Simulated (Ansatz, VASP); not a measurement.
**One calculation of Pt, two programs**

POSCAR

```
Pt
1.0
    0.0000000000      1.8292356444      1.8292356444
    1.8292356444      0.0000000000      1.8292356444
    1.8292356444      1.8292356444      0.0000000000
Pt
1
Direct
    0.0000000000      0.0000000000      0.0000000000
```

INCAR.step1

```
SYSTEM = Pt
ALGO = Normal
EDIFF = 1E-4
ENCUT = 520
GGA = PE
ISMEAR = -1
LASPH = .True.
LCHARG = .False.
LREAL = .False.
LWAVE = .True.
NBANDS = 11
NELM = 100
PREC = Accurate
SIGMA = 0.08
```

Contents of INCAR.step2:

```
SYSTEM = Pt
ALGO = Normal
EDIFF = 1E-6
ENCUT = 520
ISIF = 2
ISMEAR = -1
ISTART = 1
LASPH = .True.
LCHARG = .False.
LMIXTAU = .True.
LREAL = .False.
LWAVE = .False.
METAGGA = R2SCAN
NBANDS = 11
NELM = 100
PREC = Accurate
SIGMA = 0.08
```

Contents of KPOINTS:

```
k-points
0
Gamma
  17 17 17
  0 0 0
```

Input for Ansatz:

```yaml
crystal:
  lattice:
    - [0.0, 1.8292356444, 1.8292356444]
    - [1.8292356444, 0.0, 1.8292356444]
    - [1.8292356444, 1.8292356444, 0.0]
  atoms:
    - { symbol: Pt, position: [0.0, 0.0, 0.0] }
kpoints:
  mp_grid: { grid: [17, 17, 17] }
scf:
  occupations: { method: fermi_dirac, width: 0.08 }
hamiltonian:
  xc: r2scan
  pseudopotentials: { kind: all_electron, datasets: crystal }
output:
  forces: true
  stress: true
  eigenvalues: true
```

Change from the starting cell: volume scaled by 0.8, crystal datasets.

Alike in both runs: task single point; functional r2SCAN; k mesh 17 × 17 × 17; occupations fermi-dirac, width 0.08 eV; no spin polarisation.

|  | VASP | Ansatz |
| --- | --- | --- |
| version | VASP 6.6.1 | Ansatz 0.2.0 |
| potentials or method | VASP PAW PBE potentials, release 64 (Pt), cutoff 520 eV | all-electron PAW with datasets made for the crystal, scalar-relativistic |

```csv
,VASP,Ansatz,Ansatz less VASP
pressure (GPa),112.5,109.4,-3.10
```

VASP's potentials were made for PBE, not for r2SCAN. Both programs put the cell under a high pressure, so it lies far from rest at this level. Ansatz ran all-electron here, and VASP with PAW potentials.

Spin-orbit coupling is off throughout. Noted on VASP's run: the cell as given lies far from equilibrium.
